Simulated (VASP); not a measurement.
A run of VASP 6.6.1 is set up as follows.

Contents of INCAR:

```
PREC = Accurate
ENCUT = 600
EDIFF = 1E-6
ISMEAR = 0
SIGMA = 0.02
LREAL = False
LASPH = True
NELM = 80
ALGO = Normal
ISIF = 4
LWAVE = False
LCHARG = False
GGA = PE
IBRION = 2
NSW = 50
EDIFFG = -0.01
```

The input KPOINTS:

```
regular mesh
0
Gamma
  9 9 6
```

File POSCAR:

```
ZnO
1.0
    3.3119582822      0.0000000000      0.0000000000
   -1.6559791411      2.8682400087      0.0000000000
    0.0000000000      0.0000000000      5.3456860329
Zn O
2 2
Direct
    0.3333333333      0.6666666667      0.4999685881
    0.6666666667      0.3333333333     -0.0000314119
    0.6666666667      0.3333333333      0.3790414119
    0.3333333333      0.6666666667      0.8790414119
```

Potentials or basis: VASP PAW PBE potentials, release 64 (Zn, O).

Run with:

```bash
$ cat potpaw_PBE.64/Zn/POTCAR potpaw_PBE.64/O/POTCAR > POTCAR
$ mpirun -np 1 vasp_std > vasp.out
```

(1) Estimate the band gap on the k mesh.

Answers

(1) 0.68 eV.

Caveat: the relaxation stopped at its first step, so nothing moved.
